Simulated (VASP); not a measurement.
# BiB (P6_3mc) in VASP: a series of runs

BiB is run at these levels: r2SCAN; tasks: single point.

Program: VASP 6.6.1. These are calculated values, not measurements. Logs are shortened: lines on timing, memory, paths and dates and some standing lists are left out, and cuts for length are marked.

## (1) The cell of the first run

It takes space group P6_3mc (No. 186, hexagonal). The conventional cell has a = 3.787 Å, b = 3.787 Å, c = 6.245 Å, α = 90.00°, β = 90.00°, γ = 120.00°. Within 3.1 Å of B (site symmetry 3m) lie 4 Bi at 2.32 to 2.34 Å. Within 3.1 Å of Bi (site symmetry 3m) lie 4 B at 2.32 to 2.34 Å.

## (2) Single point, r2SCAN (volume changed by -6%)

POSCAR

```
BiB
1.0
    3.7866650521      0.0000000000      0.0000000000
   -1.8933325261      3.2793481308      0.0000000000
    0.0000000000      0.0000000000      6.2452991448
B Bi
2 2
Direct
    0.3333333333      0.6666666667      0.0002433735
    0.6666666667      0.3333333333      0.5002433735
    0.3333333333      0.6666666667      0.3747566265
    0.6666666667      0.3333333333      0.8747566265
```

INCAR.step1

```
ALGO     = Normal         # electronic algorithm
EDIFF    = 1E-4           # SCF threshold, eV
ENCUT    = 520            # plane-wave cutoff, eV
GGA      = PE             # functional
ISMEAR   = -1             # smearing method
LASPH    = True           # aspherical terms in the spheres
LCHARG   = False          # write CHGCAR
LREAL    = False          # projectors in reciprocal space
LWAVE    = True           # write WAVECAR
NBANDS   = 26             # bands
NELM     = 80             # most SCF steps
PREC     = Accurate       # precision mode
SIGMA    = 0.02           # smearing width, eV
```

INCAR.step2

```
ALGO     = Normal         # electronic algorithm
EDIFF    = 1E-6           # SCF threshold, eV
ENCUT    = 520            # plane-wave cutoff, eV
ISIF     = 2              # what is computed and relaxed
ISMEAR   = -1             # smearing method
ISTART   = 1            
LASPH    = True           # aspherical terms in the spheres
LCHARG   = False          # write CHGCAR
LMIXTAU  = True         
LREAL    = False          # projectors in reciprocal space
LWAVE    = False          # write WAVECAR
METAGGA  = R2SCAN         # meta-GGA
NBANDS   = 26             # bands
NELM     = 80             # most SCF steps
PREC     = Accurate       # precision mode
SIGMA    = 0.02           # smearing width, eV
```

KPOINTS

```
k-points
0
Gamma
  6 6 4
```

Potentials or basis: VASP PAW PBE potentials, release 64 (B, Bi_d).

Launch:

```console
$ cat potpaw_PBE.64/B/POTCAR potpaw_PBE.64/Bi_d/POTCAR > POTCAR
$ cp INCAR.step1 INCAR
$ mpirun -np 1 vasp_std > vasp.out
$ cp INCAR.step2 INCAR
$ mpirun -np 1 vasp_std > vasp.out
```

OUTCAR:

```text
EDIFF = 1E-6
   ENCUT = 520
   ISIF = 2
   ISMEAR = -1
   ISTART = 1
   LASPH = True
   LREAL = False
   METAGGA = R2SCAN
   NELM = 80
   PREC = Accurate

 ion  position               nearest neighbor table
   1  0.333  0.667  0.000-   4 2.32   4 2.32   4 2.32   3 2.34
   2  0.667  0.333  0.500-   3 2.32   3 2.32   3 2.32   4 2.34
   3  0.333  0.667  0.375-   2 2.32   2 2.32   2 2.32   1 2.34   4 3.81   4 3.81   4 3.81   4 3.81
                             4 3.81   4 3.81
   4  0.667  0.333  0.875-   1 2.32   1 2.32   1 2.32   2 2.34   3 3.81   3 3.81   3 3.81   3 3.81
                             3 3.81   3 3.81

  LATTYP: Found a hexagonal cell.
 ALAT       =     3.7866650521
 C/A-ratio  =     1.6492874492

  Lattice vectors:

 A1 = (   3.7866650521,   0.0000000000,   0.0000000000)
 A2 = (  -1.8933325261,   3.2793481308,   0.0000000000)
 A3 = (   0.0000000000,   0.0000000000,   6.2452991448)

Analysis of symmetry for initial positions (statically):
=====================================================================
 Subroutine PRICEL returns:
 Original cell was already a primitive cell.

 Routine SETGRP: Setting up the symmetry group for a
 hexagonal supercell.

 Subroutine GETGRP returns: Found 12 space group operations
 (whereof  6 operations were pure point group operations)
 out of a pool of 24 trial point group operations.

The static configuration has the point symmetry C_3v.
 The point group associated with its full space group is C_6v.

Analysis of symmetry for dynamics (positions and initial velocities):
=====================================================================
 Subroutine PRICEL returns:
 Original cell was already a primitive cell.

 Routine SETGRP: Setting up the symmetry group for a
 hexagonal supercell.

 Subroutine GETGRP returns: Found 12 space group operations
 (whereof  6 operations were pure point group operations)
 out of a pool of 24 trial point group operations.

The dynamic configuration has the point symmetry C_3v.
 The point group associated with its full space group is C_6v.

 Subroutine INISYM returns: Found 12 space group operations
 (whereof  6 operations are pure point group operations),
 and found     1 'primitive' translations

----------------------------------------------------------------------------------------

                                     Primitive cell

  volume of cell :      77.5528

  direct lattice vectors                    reciprocal lattice vectors
     3.786665052  0.000000000  0.000000000     0.264084620  0.152469326  0.000000000
    -1.893332526  3.279348131  0.000000000     0.000000000  0.304938652  0.000000000
     0.000000000  0.000000000  6.245299145     0.000000000  0.000000000  0.160120432

  length of vectors
     3.786665052  3.786665052  6.245299145     0.304938652  0.304938652  0.160120432

  position of ions in fractional coordinates (direct lattice)
     0.333333333  0.666666667  0.000243373
     0.666666667  0.333333333  0.500243373
     0.333333333  0.666666667  0.374756627
     0.666666667  0.333333333  0.874756627

  ion indices of the primitive-cell ions
   primitive index   ion index
                 1           1
                 2           2
                 3           3
                 4           4

----------------------------------------------------------------------------------------

 KPOINTS: k-points

Automatic generation of k-mesh.
 Grid dimensions read from file:
 generate k-points for:    6    6    4

 Generating k-lattice:

  Cartesian coordinates                     Fractional coordinates (reciprocal lattice)
     0.044014103  0.025411554  0.000000000     0.166666667 -0.000000000  0.000000000
     0.000000000  0.050823109  0.000000000     0.000000000  0.166666667  0.000000000
     0.000000000  0.000000000  0.040030108     0.000000000  0.000000000  0.250000000

  Length of vectors
     0.050823109  0.050823109  0.040030108

  Shift w.r.t. Gamma in fractional coordinates (k-lattice)
     0.000000000  0.000000000  0.000000000

 Subroutine IBZKPT returns following result:
 ===========================================

 Found     21 irreducible k-points:

 Following reciprocal coordinates:
            Coordinates               Weight
  0.000000  0.000000  0.000000      1.000000
  0.166667  0.000000  0.000000      6.000000
  0.333333  0.000000  0.000000      6.000000
  0.500000  0.000000  0.000000      3.000000
  0.166667  0.166667  0.000000      6.000000
  0.333333  0.166667  0.000000     12.000000
[... 13 lines left out ...]
  0.333333  0.166667  0.500000     12.000000
  0.333333  0.333333  0.500000      2.000000
   k-points           NKPTS =     21   k-points in BZ     NKDIM =     21   number of bands    NBANDS=     26
   number of dos      NEDOS =    301   number of ions     NIONS =      4
   total plane-waves  NPLWV =  37632
   dimension x,y,z NGX =    28 NGY =   28 NGZ =   48
   dimension x,y,z NGXF=    56 NGYF=   56 NGZF=   96
   ions per type =               2   2
   NGX,Y,Z   is equivalent  to a cutoff of  12.29, 12.29, 12.78 a.u.
   NGXF,Y,Z  is equivalent  to a cutoff of  24.59, 24.59, 25.55 a.u.
 SYSTEM =  unknown system
   PREC   = accura    normal or accurate (medium, high low for compatibility)
   ISTART =      1    job   : 0-new  1-cont  2-samecut
   ICHARG =      0    charge: 1-file 2-atom 10-const
   ISPIN  =      1    spin polarized calculation?
   LNONCOLLINEAR =      F non collinear calculations
   LSORBIT =      F    spin-orbit coupling
   LASPH  =      T    aspherical Exc in radial PAW
   ENCUT  =  520.0 eV  38.22 Ry    6.18 a.u.   7.04  7.04 11.61*2*pi/ulx,y,z
   NELM   =     80;   NELMIN=  2; NELMDL=  0     # of ELM steps
   EDIFF  = 0.1E-05   stopping-criterion for ELM
   LREAL  =      F    real-space projection
   EDIFFG = 0.1E-04   stopping-criterion for IOM
   NSW    =      0    number of steps for IOM
   IBRION =     -1    ionic relax: 0-MD 1-quasi-New 2-CG
   NFREE  =      0    steps in history (QN), initial steepest desc. (CG)
   ISIF   =      2    stress and relaxation
   ISYM   =      2    0-nonsym 1-usesym 2-fastsym
   POTIM  = 0.5000    time-step for ionic-motion
   TEBEG  =    0.0;   TEEND  =   0.0 temperature during run
   PSTRESS=    0.0 pullay stress
   NELECT =      36.0000    total number of electrons
   NUPDOWN=      -1.0000    fix difference up-down
   EMIN   =  10.00;   EMAX   =-10.00  energy-range for DOS
   EFERMI =   0.00;   METHOD = LEGACY
   ISMEAR =    -1;   SIGMA  =   0.02  broadening in eV -4-tet -1-fermi 0-gaus
   EFERMI_NEDOS =   21; number of points for ismear=-14 and -15
   IALGO  =     38    algorithm
   IMIX   =      4    mixing-type and parameters
     AMIX     =   0.40;   BMIX     =  1.00
     AMIX_MAG =   1.60;   BMIX_MAG =  1.00
  volume/ion in A,a.u.               =      19.39       130.84
  Fermi-wavevector in a.u.,A,eV,Ry     =   1.267583  2.395385 21.861391  1.606767
  Thomas-Fermi vector in A             =   2.400723
   LORBIT       =      0    0 simple, 1 ext, 2 COOP (PROOUT), +10 PAW based schemes
   METAGGA = R2SCAN    functional components
   LHFCALC =     F    Hartree Fock is set to
   AEXX    =    0.0000 exact exchange contribution
   IVDW    =     0    specifies the selected vdW correction
   LEPSILON=     F    determine dielectric tensor
   LRPA    =     F    only Hartree local field effects (RPA)
 non-spin polarized calculation
  energy-cutoff  :      520.00
  volume of cell :       77.55
 maximum number of plane-waves:      2100
   NGX = 15   NGY = 15   NGZ = 23

 number of electron      35.9999999 magnetization

 Free energy of the ion-electron system (eV)
  ---------------------------------------------------
  ext. energy  EPLUGINS =         0.00000000
  ---------------------------------------------------
  free energy    TOTEN  =      -128.47303468 eV

  energy without entropy =     -128.47303436  energy(sigma->0) =     -128.47303452

 E-fermi :   8.2283     XC(G=0): -11.0741

 val. band max:        8.0166014273   @ k =   0.0000   0.0000   0.0000
 cond. band min:       8.4261260428   @ k =   0.0000   0.0000   0.0000
 fundamental gap:      0.4095246155
 Fermi energy:         8.2282914632

 k-point     1 :       0.0000    0.0000    0.0000
  band No.  band energies     occupation
      1     -16.1246      2.00000
      2     -16.1197      2.00000
      3     -16.1104      2.00000
      4     -16.1104      2.00000
      5     -16.0912      2.00000
      6     -16.0912      2.00000
[... 18 lines left out ...]
     25      13.2829      0.00000
     26      14.5074      0.00000

 k-point     2 :       0.1667    0.0000    0.0000
  band No.  band energies     occupation
      1     -16.1323      2.00000
      2     -16.1137      2.00000
      3     -16.1071      2.00000
      4     -16.0954      2.00000
      5     -16.0733      2.00000
      6     -16.0704      2.00000
[... 18 lines left out ...]
     25      14.3859      0.00000
     26      14.7547      0.00000

 k-point     3 :       0.3333    0.0000    0.0000
  band No.  band energies     occupation
      1     -16.1546      2.00000
      2     -16.1186      2.00000
      3     -16.0853      2.00000
      4     -16.0806      2.00000
      5     -16.0405      2.00000
      6     -16.0321      2.00000
[... 18 lines left out ...]
     25      15.1612      0.00000
     26      16.0277      0.00000

 k-point     4 :       0.5000    0.0000    0.0000
  band No.  band energies     occupation
      1     -16.1648      2.00000
      2     -16.1245      2.00000
      3     -16.0797      2.00000
      4     -16.0783      2.00000
      5     -16.0307      2.00000
      6     -16.0206      2.00000
[... 18 lines left out ...]
     25      15.9555      0.00000
     26      16.6791      0.00000

 k-point     5 :       0.1667    0.1667    0.0000
  band No.  band energies     occupation
      1     -16.1318      2.00000
      2     -16.1224      2.00000
      3     -16.0892      2.00000
      4     -16.0869      2.00000
      5     -16.0529      2.00000
      6     -16.0439      2.00000
[... 18 lines left out ...]
     25      14.8555      0.00000
     26      15.5468      0.00000

 k-point     6 :       0.3333    0.1667    0.0000
  band No.  band energies     occupation
      1     -16.1420      2.00000
      2     -16.1161      2.00000
      3     -16.0902      2.00000
      4     -16.0671      2.00000
      5     -16.0340      2.00000
      6     -16.0275      2.00000
[... 340 lines left out ...]
 k-point    18 :       0.5000    0.0000    0.5000
  band No.  band energies     occupation
      1     -16.1485      2.00000
      2     -16.1485      2.00000
      3     -16.0689      2.00000
      4     -16.0689      2.00000
      5     -16.0437      2.00000
      6     -16.0437      2.00000
[... 18 lines left out ...]
     25      15.2117      0.00000
     26      15.2117      0.00000

 k-point    19 :       0.1667    0.1667    0.5000
  band No.  band energies     occupation
      1     -16.1306      2.00000
      2     -16.1306      2.00000
      3     -16.0794      2.00000
      4     -16.0794      2.00000
      5     -16.0585      2.00000
      6     -16.0585      2.00000
[... 18 lines left out ...]
     25      14.3047      0.00000
     26      14.3047      0.00000

 k-point    20 :       0.3333    0.1667    0.5000
  band No.  band energies     occupation
      1     -16.1337      2.00000
      2     -16.1337      2.00000
      3     -16.0639      2.00000
      4     -16.0639      2.00000
      5     -16.0499      2.00000
      6     -16.0499      2.00000
[... 18 lines left out ...]
     25      15.2452      0.00000
     26      15.2452      0.00000

 k-point    21 :       0.3333    0.3333    0.5000
  band No.  band energies     occupation
      1     -16.1220      2.00000
      2     -16.1220      2.00000
      3     -16.0587      2.00000
      4     -16.0587      2.00000
      5     -16.0462      2.00000
      6     -16.0462      2.00000
[... 18 lines left out ...]
     25      15.9301      0.00000
     26      15.9301      0.00000

------------------------ aborting loop because EDIFF is reached ----------------------------------------

  FORCE on cell =-STRESS in cart. coord.  units (eV):
  Direction    XX          YY          ZZ          XY          YZ          ZX
  --------------------------------------------------------------------------------------
  -------------------------------------------------------------------------------------
  Total        2.7356357      2.7356357      2.6542451     -0.0000000      0.0000000      0.0000000
  in kB       56.5159694     56.5159694     54.8345074     -0.0000000      0.0000000      0.0000000
  external PRESSURE =      55.9554820 kB  Pullay stress =       0.0000000 kB

 VOLUME and BASIS-vectors are now :
 -----------------------------------------------------------------------------
  energy-cutoff  :      520.00
  volume of cell :       77.55
      direct lattice vectors                 reciprocal lattice vectors
     3.786665052  0.000000000  0.000000000     0.264084620  0.152469326  0.000000000
    -1.893332526  3.279348131  0.000000000     0.000000000  0.304938652  0.000000000
     0.000000000  0.000000000  6.245299145     0.000000000  0.000000000  0.160120432

 POSITION                                       TOTAL-FORCE (eV/Angst)
 -----------------------------------------------------------------------------------
     -0.00000      2.18623      0.00152        -0.000000      0.000000      0.023392
      1.89333      1.09312      3.12417         0.000000     -0.000000      0.023392
     -0.00000      2.18623      2.34047         0.000000      0.000000     -0.023392
      1.89333      1.09312      5.46312         0.000000     -0.000000     -0.023392
 -----------------------------------------------------------------------------------
    total drift:                                0.000000      0.000001      0.000236

  FREE ENERGIE OF THE ION-ELECTRON SYSTEM (eV)
  ---------------------------------------------------
  free  energy   TOTEN  =      -128.4730346767 eV

  energy  without entropy=     -128.4730343608  energy(sigma->0) =     -128.47303452
```

It took 2 min on 1 thread of Intel Xeon 6975P-C, shared host; peak memory 0.21 GiB.

What came out:

- Free energy: -128.4730 eV
- Pressure: 5.6 GPa
- Largest force: 0.023 eV/Å
- Band gap on the k mesh: 0.41 eV, direct

Forces in eV/Å, atoms in the order of the input:
```
B    0.000  0.000  0.023
B    0.000  0.000  0.023
Bi   0.000  0.000 -0.023
Bi   0.000  0.000 -0.023
```

Stress tensor (GPa, compression positive):
```
5.65 0.00 0.00
0.00 5.65 0.00
0.00 0.00 5.48
```

Levels at points of the mesh, in eV from the valence-band top:
```
           k point  band 14  band 15  band 16  band 17  band 18  band 19  band 20  band 21  band 22  band 23
(0.00, 0.00, 0.00)    -1.96    -1.96    -0.26     0.00     0.00     0.41     0.96     2.72     2.72     3.23
(0.50, 0.00, 0.00)    -7.37    -5.75    -4.03    -3.56    -1.97     0.72     2.05     3.40     4.42     5.39
(0.00, 0.00, 0.50)    -5.26    -1.18    -1.18    -1.18    -1.18     1.13     1.13     3.96     3.96     3.96
(0.50, 0.00, 0.50)    -8.64    -3.22    -3.22    -3.17    -3.17     0.81     0.81     2.54     2.54     6.82
```

Caveat: the PAW data sets were made with another functional, which shifts forces and pressure a little; spin-orbit coupling is left out, which moves the levels of the heavy elements.

[end of part 1 of 2]
